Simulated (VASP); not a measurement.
Write the native input for VASP 6.6.1 that does the following.

```
Task                   : single point
Functional             : PBE
Potentials or basis    : VASP PAW PBE potentials, release 64 (Bi_d, Te)
Cutoff                 : 520 eV
k mesh                 : 6 × 6 × 6
Occupations            : gaussian, width 0.05 eV
Spin                   : no spin polarisation
Dipole correction      : no
Further INCAR settings : ALGO = Normal; EDIFF = 1e-07; NBANDS = 18
```

The structure of BiTe lies in POSCAR:

```
BiTe
1.0
    0.0000000000      3.6172044172      3.6172044172
    3.6172044172      0.0000000000      3.6172044172
    3.6172044172      3.6172044172      0.0000000000
Bi Te
1 1
Direct
    0.0000000000      0.0000000000      0.0000000000
    0.2500000000      0.2500000000      0.2500000000
```

These files were run (other wordings do the same):

INCAR

```
SYSTEM = BiTe
ALGO = Normal ; EDIFF = 1E-7
ENCUT = 520 ; GGA = PE
ISIF = 2 ; ISMEAR = 0
LASPH = .True. ; LCHARG = .False.
LREAL = .False. ; LWAVE = .False.
NBANDS = 18 ; NELM = 100
PREC = Accurate ; SIGMA = 0.05
```

KPOINTS

```
k-points
0
Gamma
  6 6 6
  0 0 0
```

Potentials or basis: VASP PAW PBE potentials, release 64 (Bi_d, Te).

The run is started by

```bash
$ cat potpaw_PBE.64/Bi_d/POTCAR potpaw_PBE.64/Te/POTCAR > POTCAR
$ mpirun -np 1 vasp_std > vasp.out
```

Results of the run:

```
Pressure               : -0.1 GPa
Band gap on the k mesh : zero (an odd number of electrons rules out a gap without spin polarisation)
```

Caveat: spin-orbit coupling is left out, which moves the levels of the heavy elements; an odd number of electrons without spin polarisation forces a metal; a magnetic or distorted state may lie lower.

Wall time 26 s on 1 thread of Intel(R) Xeon(R) Platinum 8488C (Sapphire Rapids), on a shared host, peak memory 0.24 GiB.
